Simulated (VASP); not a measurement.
# TaN (P-62m) in VASP: a series of runs

TaN is run at these levels: PBEsol+D3(BJ), BLYP+D3(BJ), BLYP+D4, revPBE+D3(BJ); tasks: single point, relaxation of cell and atoms.

Everything below comes from runs of VASP 6.6.1. Logs are shortened: lines on timing, memory, paths and dates and some standing lists are left out, and cuts for length are marked.

## (1) The cell of the first run

The structure is hexagonal, space group P-62m (No. 189). The conventional cell has a = 5.145 Å, b = 5.145 Å, c = 2.879 Å, α = 90.00°, β = 90.00°, γ = 120.00°. Within 2.7 Å of Ta (site symmetry -62m) lie 3 N at 2.03 Å. Ta (site symmetry -6) has 6 N at 2.14 Å within 2.8 Å. Within 2.7 Å of N (site symmetry m2m) lie 5 Ta at 2.03 to 2.14 Å.

## (2) Single point, PBEsol+D3(BJ)

File INCAR:

```
SYSTEM = TaN
ALGO = Normal
EDIFF = 1E-6
ENCUT = 600
GGA = PS
GGA_COMPAT = .FALSE.
ISIF = 2
ISMEAR = -1
IVDW = 12
LASPH = .TRUE.
LCHARG = .FALSE.
LREAL = .FALSE.
LWAVE = .FALSE.
NBANDS = 36
NELM = 120
PREC = Accurate
SIGMA = 0.05
```

File KPOINTS:

```
k-points
0
G
  6 6 9
  0 0 0
```

File POSCAR:

```
TaN
1.0
    5.1447428565      0.0000000000      0.0000000000
   -2.5723714283      4.4554780097      0.0000000000
    0.0000000000      0.0000000000      2.8786573573
Ta N
3 3
Direct
    0.0000000000      0.0000000000      0.0000000000
    0.6666666667      0.3333333333      0.5000000000
    0.3333333333      0.6666666667      0.5000000000
    0.0000000000      0.3941643002      0.0000000000
    0.6058356998      0.6058356998      0.0000000000
    0.3941643002      0.0000000000      0.0000000000
```

Potentials or basis: VASP PAW PBE potentials, release 64 (Ta_sv_GW, N).

Started as:

```bash
> cat potpaw_PBE.64/Ta_sv_GW/POTCAR potpaw_PBE.64/N/POTCAR > POTCAR
> mpirun -np 1 vasp_std > vasp.out
```

OUTCAR:

```text
SYSTEM = TaN
   EDIFF = 1E-6
   ENCUT = 600
   GGA = PS
   ISIF = 2
   ISMEAR = -1
   IVDW = 12
   LASPH = .TRUE.
   LREAL = .FALSE.
   NELM = 120
   PREC = Accurate
 IVDW          = 12

 ion  position               nearest neighbor table
   1  0.000  0.000  0.000-   6 2.03   5 2.03   4 2.03   3 3.30   2 3.30   2 3.30   3 3.30   2 3.30
                             2 3.30   3 3.30   3 3.30   2 3.30   2 3.30   3 3.30   3 3.30
   2  0.667  0.333  0.500-   4 2.14   4 2.14   6 2.14   6 2.14   5 2.14   5 2.14   3 2.97   3 2.97
                             3 2.97   1 3.30   1 3.30   1 3.30   1 3.30   1 3.30   1 3.30
   3  0.333  0.667  0.500-   6 2.14   6 2.14   4 2.14   4 2.14   5 2.14   5 2.14   2 2.97   2 2.97
                             2 2.97   1 3.30   1 3.30   1 3.30   1 3.30   1 3.30   1 3.30
   4  0.000  0.394  0.000-   1 2.03   2 2.14   2 2.14   3 2.14   3 2.14
   5  0.606  0.606  0.000-   1 2.03   3 2.14   3 2.14   2 2.14   2 2.14
   6  0.394  0.000  0.000-   1 2.03   3 2.14   3 2.14   2 2.14   2 2.14

  LATTYP: Found a hexagonal cell.
 ALAT       =     5.1447428565
 C/A-ratio  =     0.5595337683

  Lattice vectors:

 A1 = (   5.1447428565,   0.0000000000,   0.0000000000)
 A2 = (  -2.5723714283,   4.4554780097,   0.0000000000)
 A3 = (   0.0000000000,   0.0000000000,   2.8786573573)

Analysis of symmetry for initial positions (statically):
=====================================================================
 Subroutine PRICEL returns:
 Original cell was already a primitive cell.

 Routine SETGRP: Setting up the symmetry group for a
 hexagonal supercell.

 Subroutine GETGRP returns: Found 12 space group operations
 (whereof 12 operations were pure point group operations)
 out of a pool of 24 trial point group operations.

The static configuration has the point symmetry D_3h.

Analysis of symmetry for dynamics (positions and initial velocities):
=====================================================================
 Subroutine PRICEL returns:
 Original cell was already a primitive cell.

 Routine SETGRP: Setting up the symmetry group for a
 hexagonal supercell.

 Subroutine GETGRP returns: Found 12 space group operations
 (whereof 12 operations were pure point group operations)
 out of a pool of 24 trial point group operations.

The dynamic configuration has the point symmetry D_3h.

 Subroutine INISYM returns: Found 12 space group operations
 (whereof 12 operations are pure point group operations),
 and found     1 'primitive' translations

----------------------------------------------------------------------------------------

                                     Primitive cell

  volume of cell :      65.9854

  direct lattice vectors                    reciprocal lattice vectors
     5.144742856  0.000000000  0.000000000     0.194373174  0.112221405  0.000000000
    -2.572371428  4.455478010  0.000000000     0.000000000  0.224442809  0.000000000
     0.000000000  0.000000000  2.878657357     0.000000000  0.000000000  0.347384171

  length of vectors
     5.144742856  5.144742857  2.878657357     0.224442809  0.224442809  0.347384171

  position of ions in fractional coordinates (direct lattice)
     0.000000000  0.000000000  0.000000000
     0.666666667  0.333333333  0.500000000
     0.333333333  0.666666667  0.500000000
     0.000000000  0.394164300  0.000000000
     0.605835700  0.605835700  0.000000000
     0.394164300  0.000000000  0.000000000

  ion indices of the primitive-cell ions
   primitive index   ion index
                 1           1
                 2           2
                 3           3
                 4           4
                 5           5
                 6           6

----------------------------------------------------------------------------------------

 KPOINTS: k-points

Automatic generation of k-mesh.
 Grid dimensions read from file:
 generate k-points for:    6    6    9

 Generating k-lattice:

  Cartesian coordinates                     Fractional coordinates (reciprocal lattice)
     0.032395529  0.018703567  0.000000000     0.166666667  0.000000000  0.000000000
     0.000000000  0.037407135  0.000000000     0.000000000  0.166666667  0.000000000
     0.000000000  0.000000000  0.038598241     0.000000000  0.000000000  0.111111111

  Length of vectors
     0.037407135  0.037407135  0.038598241

  Shift w.r.t. Gamma in fractional coordinates (k-lattice)
     0.000000000  0.000000000  0.000000000

 Subroutine IBZKPT returns following result:
 ===========================================

 Found     35 irreducible k-points:

 Following reciprocal coordinates:
            Coordinates               Weight
  0.000000  0.000000  0.000000      1.000000
  0.166667 -0.000000  0.000000      6.000000
  0.333333 -0.000000  0.000000      6.000000
  0.500000 -0.000000  0.000000      3.000000
  0.166667  0.166667  0.000000      6.000000
  0.333333  0.166667  0.000000     12.000000
[... 16 lines left out ...]
  0.166667 -0.000000  0.333333     12.000000
  0.333333 -0.000000  0.333333     12.000000
 [... further k-points ...]
   k-points           NKPTS =     35   k-points in BZ     NKDIM =     35   number of bands    NBANDS=     36
   number of dos      NEDOS =    301   number of ions     NIONS =      6
   total plane-waves  NPLWV =  42336
   dimension x,y,z NGX =    42 NGY =   42 NGZ =   24
   dimension x,y,z NGXF=    84 NGYF=   84 NGZF=   48
   ions per type =               3   3
   NGX,Y,Z   is equivalent  to a cutoff of  13.57, 13.57, 13.86 a.u.
   NGXF,Y,Z  is equivalent  to a cutoff of  27.14, 27.14, 27.72 a.u.
 SYSTEM =  TaN
   PREC   = accura    normal or accurate (medium, high low for compatibility)
   ISTART =      0    job   : 0-new  1-cont  2-samecut
   ICHARG =      2    charge: 1-file 2-atom 10-const
   ISPIN  =      1    spin polarized calculation?
   LNONCOLLINEAR =      F non collinear calculations
   LSORBIT =      F    spin-orbit coupling
   LASPH  =      T    aspherical Exc in radial PAW
   ENCUT  =  600.0 eV  44.10 Ry    6.64 a.u.  10.28 10.28  5.75*2*pi/ulx,y,z
   NELM   =    120;   NELMIN=  2; NELMDL= -5     # of ELM steps
   EDIFF  = 0.1E-05   stopping-criterion for ELM
   LREAL  =      F    real-space projection
   EDIFFG = 0.1E-04   stopping-criterion for IOM
   NSW    =      0    number of steps for IOM
   IBRION =     -1    ionic relax: 0-MD 1-quasi-New 2-CG
   NFREE  =      0    steps in history (QN), initial steepest desc. (CG)
   ISIF   =      2    stress and relaxation
   ISYM   =      2    0-nonsym 1-usesym 2-fastsym
   POTIM  = 0.5000    time-step for ionic-motion
   TEBEG  =    0.0;   TEEND  =   0.0 temperature during run
   PSTRESS=    0.0 pullay stress
   NELECT =      54.0000    total number of electrons
   NUPDOWN=      -1.0000    fix difference up-down
   EMIN   =  10.00;   EMAX   =-10.00  energy-range for DOS
   EFERMI =   0.00;   METHOD = LEGACY
   ISMEAR =    -1;   SIGMA  =   0.05  broadening in eV -4-tet -1-fermi 0-gaus
   EFERMI_NEDOS =   21; number of points for ismear=-14 and -15
   IALGO  =     38    algorithm
   IMIX   =      4    mixing-type and parameters
     AMIX     =   0.40;   BMIX     =  1.00
     AMIX_MAG =   1.60;   BMIX_MAG =  1.00
  volume/ion in A,a.u.               =      11.00        74.22
  Fermi-wavevector in a.u.,A,eV,Ry     =   1.531288  2.893714 31.903509  2.344842
  Thomas-Fermi vector in A             =   2.638653
   LORBIT       =      0    0 simple, 1 ext, 2 COOP (PROOUT), +10 PAW based schemes
   GGA     = PS    functional components
   LHFCALC =     F    Hartree Fock is set to
   AEXX    =    0.0000 exact exchange contribution
   IVDW    =    12    specifies the selected vdW correction
   LEPSILON=     F    determine dielectric tensor
   LRPA    =     F    only Hartree local field effects (RPA)
 non-spin polarized calculation
  energy-cutoff  :      600.00
  volume of cell :       65.99
 maximum number of plane-waves:      2237
 NGX is ok and might be reduce to    42
   NGX = 21   NGY = 21   NGZ = 11

 number of electron      53.9999997 magnetization

 Free energy of the ion-electron system (eV)
  ---------------------------------------------------
  ext. energy  EPLUGINS =         0.00000000
  ---------------------------------------------------
  free energy    TOTEN  =       -79.03452933 eV

  energy without entropy =      -79.02798693  energy(sigma->0) =      -79.03125813

 E-fermi :  12.6087     XC(G=0): -13.6832

 val. band max:       12.6017762047   @ k =   0.1667  -0.0000   0.3333
 cond. band min:      12.6095211348   @ k =   0.0000   0.0000   0.2222
 fundamental gap:      0.0077449301
 Fermi energy:        12.6087322525

 k-point     1 :       0.0000    0.0000    0.0000
  band No.  band energies     occupation
      1     -56.7083      2.00000
      2     -56.6563      2.00000
      3     -56.0888      2.00000
      4     -23.5324      2.00000
      5     -23.5324      2.00000
      6     -23.1502      2.00000
[... 28 lines left out ...]
     35      15.9528      0.00000
     36      15.9528      0.00000

 k-point     2 :       0.1667   -0.0000    0.0000
  band No.  band energies     occupation
      1     -56.7051      2.00000
      2     -56.6592      2.00000
      3     -56.0888      2.00000
      4     -23.5599      2.00000
      5     -23.5261      2.00000
      6     -23.1210      2.00000
[... 28 lines left out ...]
     35      15.8621      0.00000
     36      16.1638      0.00000

 k-point     3 :       0.3333   -0.0000    0.0000
  band No.  band energies     occupation
      1     -56.6970      2.00000
      2     -56.6672      2.00000
      3     -56.0891      2.00000
      4     -23.6054      2.00000
      5     -23.4753      2.00000
      6     -23.1360      2.00000
[... 28 lines left out ...]
     35      16.6339      0.00000
     36      16.6815      0.00000
[... 742 lines left out ...]
 k-point    23 :       0.1667   -0.0000    0.3333
  band No.  band energies     occupation
      1     -56.6655      2.00000
      2     -56.6214      2.00000
      3     -56.0552      2.00000
      4     -23.6732      2.00000
      5     -23.4912      2.00000
      6     -23.4172      2.00000
[... 28 lines left out ...]
     35      16.2625      0.00000
     36      17.3869      0.00000

 k-point    24 :       0.3333   -0.0000    0.3333
  band No.  band energies     occupation
      1     -56.6579      2.00000
      2     -56.6290      2.00000
      3     -56.0553      2.00000
      4     -23.6576      2.00000
      5     -23.5245      2.00000
      6     -23.4424      2.00000
[... 28 lines left out ...]
     35      16.5128      0.00000
     36      17.9010      0.00000

 [... further k-points ...]

------------------------ aborting loop because EDIFF is reached ----------------------------------------

 Edisp (eV)   -2.70082

 E8    (eV) :    -1.8753

  FORCE on cell =-STRESS in cart. coord.  units (eV):
  Direction    XX          YY          ZZ          XY          YZ          ZX
  --------------------------------------------------------------------------------------
  -------------------------------------------------------------------------------------
  Total       0.06804     0.06804     0.04679    -0.00000    -0.00000     0.00000
  in kB       1.65216     1.65216     1.13610    -0.00000    -0.00000     0.00000
  external pressure =        1.48 kB  Pullay stress =        0.00 kB

 VOLUME and BASIS-vectors are now :
 -----------------------------------------------------------------------------
  energy-cutoff  :      600.00
  volume of cell :       65.99
      direct lattice vectors                 reciprocal lattice vectors
     5.144742856  0.000000000  0.000000000     0.194373174  0.112221405  0.000000000
    -2.572371428  4.455478010  0.000000000     0.000000000  0.224442809  0.000000000
     0.000000000  0.000000000  2.878657357     0.000000000  0.000000000  0.347384171

 POSITION                                       TOTAL-FORCE (eV/Angst)
 -----------------------------------------------------------------------------------
      0.00000      0.00000      0.00000        -0.000000     -0.000000     -0.000000
      2.57237      1.48516      1.43933        -0.000000     -0.000000     -0.000000
     -0.00000      2.97032      1.43933        -0.000000     -0.000000     -0.000000
     -1.01394      1.75619      0.00000        -0.002471      0.004280     -0.000000
      1.55843      2.69929      0.00000        -0.002471     -0.004280     -0.000000
      2.02787      0.00000      0.00000         0.004942     -0.000000      0.000000
 -----------------------------------------------------------------------------------
    total drift:                                0.000001      0.000001     -0.000000

  FREE ENERGIE OF THE ION-ELECTRON SYSTEM (eV)
  ---------------------------------------------------
  free  energy   TOTEN  =       -81.7353497489 eV

  energy  without entropy=      -81.7288073473  energy(sigma->0) =      -81.73207855
```

It took 2.1 min on 1 thread of Intel Xeon 6975P-C (Granite Rapids), shared host; peak memory 0.24 GiB.

Results:

| Item | Value |
| --- | --- |
| Free energy | -81.7353 eV |
| Pressure | 0.1 GPa |
| Largest force | 0.005 eV/Å |
| Band gap on the k mesh | zero (band 27 reaches 14.45 eV, above the bottom of band 28 at 11.25 eV) |
| Dispersion energy per atom | -0.450 eV |

Forces on the atoms (eV/Å):
```
Ta   0.000  0.000  0.000
Ta   0.000  0.000  0.000
Ta   0.000  0.000  0.000
N   -0.002  0.004  0.000
N   -0.002 -0.004  0.000
N    0.005  0.000  0.000
```

Levels at points of the mesh, in eV from the Fermi level:
```
           k point  band 25  band 26  band 27  band 28  band 29  band 30
(0.00, 0.00, 0.00)    -3.35    -1.96    -0.94    -0.94     0.61     0.61
(0.50, 0.00, 0.00)    -3.96    -2.89    -2.69     1.30     1.89     1.98
```

Caveat: the PAW data sets were made with another functional, which shifts forces and pressure a little; spin-orbit coupling is left out, which moves the levels of the heavy elements; pairwise dispersion overbinds metals, which lowers pressure and volume.

## (3) Relaxation of cell and atoms, BLYP+D3(BJ)

This run uses another cell than the first one, of 11.34 Å³/atom, 1.031 times its volume.

File INCAR:

```
SYSTEM = TaN
  PREC = Accurate
  ENCUT = 600
  EDIFF = 1E-7
  ISMEAR = -1
  SIGMA = 0.05
  LREAL = .False.
  LASPH = .True.
  NELM = 100
  ALGO = Normal
  ISIF = 3
  LWAVE = .False.
  LCHARG = .False.
  GGA = B5
  ALDAX = 1.0
  AGGAX = 1.0
  AGGAC = 1.0
  ALDAC = 0.0
  IVDW = 12
  VDW_S6 = 1.0
  VDW_S8 = 2.6996
  VDW_A1 = 0.4298
  VDW_A2 = 4.2359
  IBRION = 2
  NSW = 60
  EDIFFG = -0.01
```

File KPOINTS:

```
Automatic mesh
0
Gamma
  6 6 9
  0 0 0
```

File POSCAR:

```
TaN
1.0
    5.1960000000      0.0000000000      0.0000000000
   -2.5980000000      4.4998679981      0.0000000000
    0.0000000000      0.0000000000      2.9110000000
Ta N
3 3
Direct
    0.0000000000      0.0000000000      0.0000000000
    0.6666666667      0.3333333333      0.5000000000
    0.3333333333      0.6666666667      0.5000000000
    0.0000000000      0.3928500000      0.0000000000
    0.6071500000      0.6071500000      0.0000000000
    0.3928500000      0.0000000000      0.0000000000
```

Potentials or basis: VASP PAW PBE potentials, release 64 (Ta_pv, N).

Started as:

```bash
> cat potpaw_PBE.64/Ta_pv/POTCAR potpaw_PBE.64/N/POTCAR > POTCAR
> mpirun -np 1 vasp_std > vasp.out
```

Run time: 5 min. Hardware: 1 thread of AMD EPYC 9R45 (Zen 5), shared host; peak memory 0.23 GiB.

It converged, with:

* Free energy: -67.7616 eV
* Relaxed volume: 11.41 Å³/atom
* Relaxed cell: a = 5.214 Å, b = 5.214 Å, c = 2.909 Å, α = 90.00°, β = 90.00°, γ = 120.00°
* Space group after relaxing (to 0.05 Å): P-62m (No. 189)
* Energy gained by relaxing: 0.6 meV/atom
* Ionic steps: 6
* Pressure after relaxing: 0.0 GPa
* Band gap on the k mesh: zero (band 24 reaches 10.53 eV, above the bottom of band 25 at 7.43 eV)
* Dispersion energy per atom: -1.023 eV

The path:
```csv
step,energy change (eV),largest force (eV/Å),pressure (GPa),volume (Å³)
1,0.0000,0.0204,1.83,68.06
2,0.0080,0.1078,-3.96,69.35
3,-0.0028,0.0509,-0.18,68.49
4,-0.0033,0.0229,0.04,68.47
5,-0.0033,0.0256,0.02,68.47
6,-0.0033,0.0007,0.01,68.48
```

Final structure:
```xyz
6
Lattice="5.2136 0.0000 0.0000 -2.6068 4.5151 0.0000 0.0000 0.0000 2.9092" Properties=species:S:1:pos:R:3 pbc="T T T"
Ta    0.0000    0.0000    0.0000
Ta    2.6068    1.5050    1.4546
Ta    0.0000    3.0101    1.4546
N    -1.0223    1.7707    0.0000
N     1.5845    2.7445    0.0000
N     2.0446    0.0000    0.0000
```

Levels at points of the mesh, in eV from the Fermi level:
| k point | band 20 | band 21 | band 22 | band 23 | band 24 | band 25 | band 26 | band 27 | band 28 |
| --- | --- | --- | --- | --- | --- | --- | --- | --- | --- |
| (0.00, 0.00, 0.00) | -4.97 | -4.24 | -3.28 | -1.90 | -0.92 | -0.92 | 0.64 | 0.64 | 1.72 |
| (0.50, 0.00, 0.00) | -4.54 | -3.90 | -3.84 | -2.77 | -2.58 | 1.22 | 1.81 | 1.92 | 2.38 |

Caveat: the PAW data sets were made with another functional, which shifts forces and pressure a little; spin-orbit coupling is left out, which moves the levels of the heavy elements; pairwise dispersion overbinds metals, which lowers pressure and volume. Zero-point motion and thermal expansion aren't in these numbers.

(Part 1 of 2 ends here.)
